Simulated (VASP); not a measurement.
# Dy2H (I4/mmm) in VASP: further runs

The runs below take Dy2H through single point, with PBE.

Program: VASP 6.6.1. These are calculated values, not measurements. Logs are shortened: lines on timing, memory, paths and dates and some standing lists are left out, and cuts for length are marked.

**1. The cell of the first run**

It takes space group I4/mmm (No. 139, tetragonal). Conventional cell: a = 4.510 Å, b = 4.510 Å, c = 6.311 Å, α = 90.00°, β = 90.00°, γ = 90.00°. Dy (site symmetry -4m2) has 4 H at 2.75 Å and 6 Dy at 3.16 to 3.19 Å within 3.6 Å. Within 3.6 Å of H (site symmetry 4/mmm) lie 8 Dy at 2.75 Å.

The cell was generated, and may not be a known phase.

**2. Single point, PBE**

Input file INCAR:

```
SYSTEM = Dy2H
PREC = Accurate
ENCUT = 500
EDIFF = 1E-6
ISMEAR = 0
SIGMA = 0.2
LREAL = .FALSE.
LASPH = .TRUE.
NELM = 200
ALGO = Normal
ISIF = 2
LWAVE = .FALSE.
LCHARG = .FALSE.
GGA = PE
NBANDS = 16
GGA_COMPAT = .FALSE.
LMAXMIX = 6
```

Input file KPOINTS:

```
Automatic mesh
0
G
  6 6 6
  0 0 0
```

Input file POSCAR:

```
Dy2H
1.0
   -2.2549747060      2.2549747060      3.1553095733
    2.2549747060     -2.2549747060      3.1553095733
    2.2549747060      2.2549747060     -3.1553095733
Dy H
2 1
Direct
    0.7500000000      0.2500000000      0.5000000000
    0.2500000000      0.7500000000      0.5000000000
    0.5000000000      0.5000000000      0.0000000000
```

Potentials or basis: VASP PAW PBE potentials, release 64 (Dy_3, H), 4f in core.

Launch:

```bash
> cat potpaw_PBE.64/Dy_3/POTCAR potpaw_PBE.64/H/POTCAR > POTCAR
> mpirun -np 1 vasp_std > vasp.out
```

OUTCAR:

```text
SYSTEM = Dy2H
   PREC = Accurate
   ENCUT = 500
   EDIFF = 1E-6
   ISMEAR = 0
   LREAL = .FALSE.
   LASPH = .TRUE.
   NELM = 200
   ISIF = 2
   GGA = PE

 ion  position               nearest neighbor table
   1  0.750  0.250  0.500-   2 3.16   2 3.16   2 3.19   2 3.19   2 3.19   2 3.19
   2  0.250  0.750  0.500-   1 3.16   1 3.16   1 3.19   1 3.19   1 3.19   1 3.19
   3  0.500  0.500  0.000-

  LATTYP: Found a body centered tetragonal cell.
 ALAT       =     4.5099494120
 C/A-ratio  =     1.3992660605

  Lattice vectors:

 A1 = (  -2.2549747060,   2.2549747060,   3.1553095733)
 A2 = (   2.2549747060,  -2.2549747060,   3.1553095733)
 A3 = (   2.2549747060,   2.2549747060,  -3.1553095733)

Analysis of symmetry for initial positions (statically):
=====================================================================
 Subroutine PRICEL returns:
 Original cell was already a primitive cell.

 Routine SETGRP: Setting up the symmetry group for a
 body centered tetragonal supercell.

 Subroutine GETGRP returns: Found 16 space group operations
 (whereof 16 operations were pure point group operations)
 out of a pool of 16 trial point group operations.

The static configuration has the point symmetry D_4h.

Analysis of symmetry for dynamics (positions and initial velocities):
=====================================================================
 Subroutine PRICEL returns:
 Original cell was already a primitive cell.

 Routine SETGRP: Setting up the symmetry group for a
 body centered tetragonal supercell.

 Subroutine GETGRP returns: Found 16 space group operations
 (whereof 16 operations were pure point group operations)
 out of a pool of 16 trial point group operations.

The dynamic configuration has the point symmetry D_4h.

 Subroutine INISYM returns: Found 16 space group operations
 (whereof 16 operations are pure point group operations),
 and found     1 'primitive' translations

----------------------------------------------------------------------------------------

                                     Primitive cell

  volume of cell :      64.1779

  direct lattice vectors                    reciprocal lattice vectors
    -2.254974706  2.254974706  3.155309573     0.000000000  0.221731977  0.158463057
     2.254974706 -2.254974706  3.155309573     0.221731977  0.000000000  0.158463057
     2.254974706  2.254974706 -3.155309573     0.221731977  0.221731977  0.000000000

  length of vectors
     4.486178814  4.486178814  4.486178814     0.272535521  0.272535521  0.313576369

[... 85 lines left out ...]
   NSW    =      0    number of steps for IOM
   IBRION =     -1    ionic relax: 0-MD 1-quasi-New 2-CG
   NFREE  =      0    steps in history (QN), initial steepest desc. (CG)
   ISIF   =      2    stress and relaxation
   ISYM   =      2    0-nonsym 1-usesym 2-fastsym
   POTIM  = 0.5000    time-step for ionic-motion
   TEBEG  =    0.0;   TEEND  =   0.0 temperature during run
   PSTRESS=    0.0 pullay stress
   NELECT =      19.0000    total number of electrons
   NUPDOWN=      -1.0000    fix difference up-down
   EMIN   =  10.00;   EMAX   =-10.00  energy-range for DOS
   EFERMI =   0.00;   METHOD = LEGACY
   ISMEAR =     0;   SIGMA  =   0.20  broadening in eV -4-tet -1-fermi 0-gaus
   EFERMI_NEDOS =   21; number of points for ismear=-14 and -15
   IALGO  =     38    algorithm
   IMIX   =      4    mixing-type and parameters
     AMIX     =   0.40;   BMIX     =  1.00
     AMIX_MAG =   1.60;   BMIX_MAG =  1.00
  volume/ion in A,a.u.               =      21.39       144.36
  Fermi-wavevector in a.u.,A,eV,Ry     =   1.091099  2.061879 16.197703  1.190498
  Thomas-Fermi vector in A             =   2.227337
   LORBIT       =      0    0 simple, 1 ext, 2 COOP (PROOUT), +10 PAW based schemes
   GGA     = PE    functional components
   LHFCALC =     F    Hartree Fock is set to
   AEXX    =    0.0000 exact exchange contribution
   IVDW    =     0    specifies the selected vdW correction
   LEPSILON=     F    determine dielectric tensor
   LRPA    =     F    only Hartree local field effects (RPA)
 non-spin polarized calculation
 Gauss-broadening in eV      SIGMA  =   0.20
  energy-cutoff  :      500.00
  volume of cell :       64.18
 maximum number of plane-waves:      1644
 NGX is ok and might be reduce to    36
   NGX = 17   NGY = 17   NGZ = 17

 number of electron      19.0000001 magnetization

 Free energy of the ion-electron system (eV)
  ---------------------------------------------------
  ext. energy  EPLUGINS =         0.00000000
  ---------------------------------------------------
  free energy    TOTEN  =       -11.19276018 eV

  energy without entropy =      -11.10965062  energy(sigma->0) =      -11.15120540

 E-fermi :   3.3749     XC(G=0):  -9.9835

 val. band max:        3.3596250661   @ k =   0.1667   0.1667   0.0000
 cond. band min:       3.3915195214   @ k =   0.5000   0.5000   0.0000
 fundamental gap:      0.0318944554
 Fermi energy:         3.3748687669

 k-point     1 :       0.0000    0.0000    0.0000
  band No.  band energies     occupation
      1     -20.4175      2.00000
      2     -20.3695      2.00000
      3     -20.3695      2.00000
      4     -19.6954      2.00000
      5     -19.6954      2.00000
      6     -19.6498      2.00000
[... 433 lines left out ...]
      3     -20.1767      2.00000
      4     -19.9815      2.00000
      5     -19.7122      2.00000
      6     -19.7037      2.00000
[... 8 lines left out ...]
     15       7.1604      0.00000
     16       7.5559      0.00000

 [... further k-points ...]

------------------------ aborting loop because EDIFF is reached ----------------------------------------

  FORCE on cell =-STRESS in cart. coord.  units (eV):
  Direction    XX          YY          ZZ          XY          YZ          ZX
  --------------------------------------------------------------------------------------
  -------------------------------------------------------------------------------------
  Total        0.0138149      0.0138149      0.2017553      0.0000000      0.0000000      0.0000000
  in kB        0.3448841      0.3448841      5.0367483      0.0000000      0.0000000      0.0000000
  external PRESSURE =       1.9088388 kB  Pullay stress =       0.0000000 kB

 VOLUME and BASIS-vectors are now :
 -----------------------------------------------------------------------------
  energy-cutoff  :      500.00
  volume of cell :       64.18
      direct lattice vectors                 reciprocal lattice vectors
    -2.254974706  2.254974706  3.155309573     0.000000000  0.221731977  0.158463057
     2.254974706 -2.254974706  3.155309573     0.221731977  0.000000000  0.158463057
     2.254974706  2.254974706 -3.155309573     0.221731977  0.221731977  0.000000000

 POSITION                                       TOTAL-FORCE (eV/Angst)
 -----------------------------------------------------------------------------------
      0.00000      2.25497      1.57765        -0.000000      0.000000      0.000000
      2.25497      0.00000      1.57765         0.000000     -0.000000     -0.000000
      0.00000      0.00000      3.15531         0.000000      0.000000      0.000000
 -----------------------------------------------------------------------------------
    total drift:                               -0.000000     -0.000000     -0.000000

  FREE ENERGIE OF THE ION-ELECTRON SYSTEM (eV)
  ---------------------------------------------------
  free  energy   TOTEN  =       -11.1927601831 eV

  energy  without entropy=      -11.1096506172  energy(sigma->0) =      -11.15120540
```

OSZICAR:

```text
N       E                     dE             d eps       ncg     rms          rms(c)
DAV:   1     0.596197931864E+02    0.59620E+02   -0.86671E+03   960   0.102E+03
DAV:   2    -0.761306248017E+01   -0.67233E+02   -0.65614E+02   968   0.292E+02
DAV:   3    -0.111560488955E+02   -0.35430E+01   -0.33450E+01  1408   0.398E+01
DAV:   4    -0.112288531283E+02   -0.72804E-01   -0.72554E-01  1032   0.676E+00
DAV:   5    -0.112312044011E+02   -0.23513E-02   -0.23493E-02  1552   0.995E-01    0.194E+01
DAV:   6    -0.111773614983E+02    0.53843E-01   -0.13274E-01  1256   0.174E+00    0.117E+01
DAV:   7    -0.111978685092E+02   -0.20507E-01   -0.15196E-01  1456   0.202E+00    0.715E-01
DAV:   8    -0.111926446404E+02    0.52239E-02   -0.27881E-02  1152   0.775E-01    0.106E-01
DAV:   9    -0.111927526366E+02   -0.10800E-03   -0.16984E-03  1272   0.231E-01    0.407E-02
DAV:  10    -0.111927583381E+02   -0.57014E-05   -0.57836E-05  1176   0.424E-02    0.269E-02
DAV:  11    -0.111927604621E+02   -0.21241E-05   -0.11183E-05  1224   0.193E-02    0.937E-03
DAV:  12    -0.111927601831E+02    0.27904E-06   -0.81633E-07   960   0.653E-03
   1 F= -.11192760E+02 E0= -.11151205E+02  d E =-.831096E-01
```

It took 58 s on 1 thread of Intel Xeon 8259CL, shared host; peak memory 0.22 GiB.

What came out:

```yaml
Free_energy: -11.1928 eV
Pressure: 0.2 GPa
Band_gap_on_the_k_mesh: zero (an odd number of electrons rules out a gap without spin polarisation)
```

Caveat: spin-orbit coupling is left out, which moves the levels of the heavy elements; the 4f electrons are frozen in the core, so they carry no moment and show no levels. Spin polarisation is off, so any magnetic state and its effect on volume and gap are missing.

**3. Single point, PBE**

Input file INCAR:

```
ALGO = Normal
EDIFF = 1E-6
ENCUT = 500
GGA = PE
GGA_COMPAT = F
ISIF = 2
ISMEAR = 0
LASPH = T
LCHARG = T
LELF = T
LMAXMIX = 6
LREAL = F
LVHAR = T
LWAVE = F
NBANDS = 16
NELM = 200
PREC = Accurate
SIGMA = 0.2
```

Input file KPOINTS:

```
k-points
0
Gamma
  6 6 6
```

Input file POSCAR:

```
Dy2H
1.0
   -2.2511856147      2.2511856147      3.1614036402
    2.2511856147     -2.2511856147      3.1614036402
    2.2511856147      2.2511856147     -3.1614036402
Dy H
2 1
Direct
    0.7500000000      0.2500000000      0.5000000000
    0.2500000000      0.7500000000      0.5000000000
    0.0000000000      0.0000000000      0.0000000000
```

Potentials or basis: VASP PAW PBE potentials, release 64 (Dy_3, H), 4f in core.

Launch:

```bash
> cat potpaw_PBE.64/Dy_3/POTCAR potpaw_PBE.64/H/POTCAR > POTCAR
> mpirun -np 1 vasp_std > vasp.out
```

It took 50 s on 1 thread of Intel Xeon 8259CL, shared host; peak memory 0.22 GiB.

It converged, with:

| Quantity | Value |
| --- | --- |
| Free energy | -11.1930 eV |
| Pressure | 0.2 GPa |
| Band gap on the k mesh | zero (an odd number of electrons rules out a gap without spin polarisation) |

Stress tensor (GPa, compression positive):
```
0.15 0.00 0.00
0.00 0.15 0.00
0.00 0.00 0.45
```

Levels at points of the mesh, in eV from the Fermi level:
| k point | band 8 | band 9 | band 10 | band 11 | band 12 | band 13 |
| --- | --- | --- | --- | --- | --- | --- |
| (0.00, 0.00, 0.00) | -1.09 | -1.09 | -1.03 | -0.87 | -0.87 | 0.55 |
| (0.50, 0.00, 0.00) | -1.86 | 0.88 | 0.92 | 1.15 | 1.20 | 2.64 |
| (0.50, 0.50, 0.00) | -2.33 | -1.07 | -0.03 | 0.01 | 2.85 | 2.94 |
| (0.50, 0.50, 0.50) | -2.28 | -1.03 | -0.05 | 0.01 | 2.82 | 2.82 |

Caveat: spin-orbit coupling is left out, which moves the levels of the heavy elements; the 4f electrons are frozen in the core, so they carry no moment and show no levels. Spin polarisation is off, so any magnetic state and its effect on volume and gap are missing.

The gap in the log of VASP goes by the Fermi energy; the results here count the filled bands.